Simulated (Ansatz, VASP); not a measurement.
**Ti2O3: VASP beside Ansatz**

```
Ti O
1.0
     2.36190    4.09092    0.00000
    -2.36190    4.09092    0.00000
     0.00000   -2.72728    4.29983
Ti O
4 6
Direct
  0.35223 0.35223 0.05669
  0.14777 0.14777 0.44331
  0.64777 0.64777 0.94331
  0.85223 0.85223 0.55669
  0.94378 0.55622 0.75000
  0.25000 0.94378 0.75000
  0.55622 0.25000 0.75000
  0.05622 0.44378 0.25000
  0.75000 0.05622 0.25000
  0.44378 0.75000 0.25000
```

Alike in both runs: task single point; functional r2SCAN; k mesh 7 × 7 × 7; occupations fermi-dirac, width 0.0169 eV; no spin polarisation.

```csv
,VASP,Ansatz
version,VASP 6.6.1,Ansatz 0.2.0
potentials or method,"VASP PAW PBE potentials, release 64 (Ti_sv, O), cutoff 520 eV",PAW plane waves
valence electrons in the cell,84,84
```

Ansatz gave:

| Item | Value |
| --- | --- |
| rms of the force components (eV/Å) | 0.349 |

Problem. Estimate VASP's values.

Solution. rms of the force components (eV/Å): 0.343.

VASP's potentials were made for PBE, not for r2SCAN. Atom by atom the forces differ by 0.006 eV/Å (rms over components). Ansatz's warnings: structure snapped to symmetry.
